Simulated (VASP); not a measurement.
In:

```
In
1.0
    -1.88253    1.88253    1.88253
     1.88253   -1.88253    1.88253
     1.88253    1.88253   -1.88253
In
1
Cartesian
  0.0000 0.0000 0.0000
```

| Property | Result |
| --- | --- |
| Program | VASP 6.6.1 |
| Task | relaxation of cell and atoms |
| Functional | RPBE |
| Potentials or basis | VASP PAW PBE potentials, release 64 (In_d) |
| Cutoff | 600 eV |
| k mesh | 10 × 10 × 10 |
| Occupations | fermi-dirac, width 0.05 eV |
| Spin | no spin polarisation |

At the start: pressure 3.2 GPa; volume 26.69 Å³/atom.

Problem. How do energy, volume and symmetry change on relaxing?

Solution. Over 3 steps the energy falls by 22.1 meV/atom and the volume is 29.02 Å³/atom (+8.8 %); space group Im-3m (No. 229, to 0.05 Å).

Step by step:
| step | energy change (eV) | largest force (eV/Å) | pressure (GPa) | volume (Å³) |
| --- | --- | --- | --- | --- |
| 1 | 0.0000 | 0.0000 | 3.18 | 26.69 |
| 2 | -0.0218 | 0.0000 | 0.27 | 28.79 |
| 3 | -0.0221 | 0.0000 | 0.00 | 29.02 |

Final structure:
```
CELL_PARAMETERS angstrom
-1.93598 1.93598 1.93598
1.93598 -1.93598 1.93598
1.93598 1.93598 -1.93598
ATOMIC_POSITIONS crystal
In 0.00000 0.00000 0.00000
```

Caveat: the PAW data sets were made with another functional, which shifts forces and pressure a little.
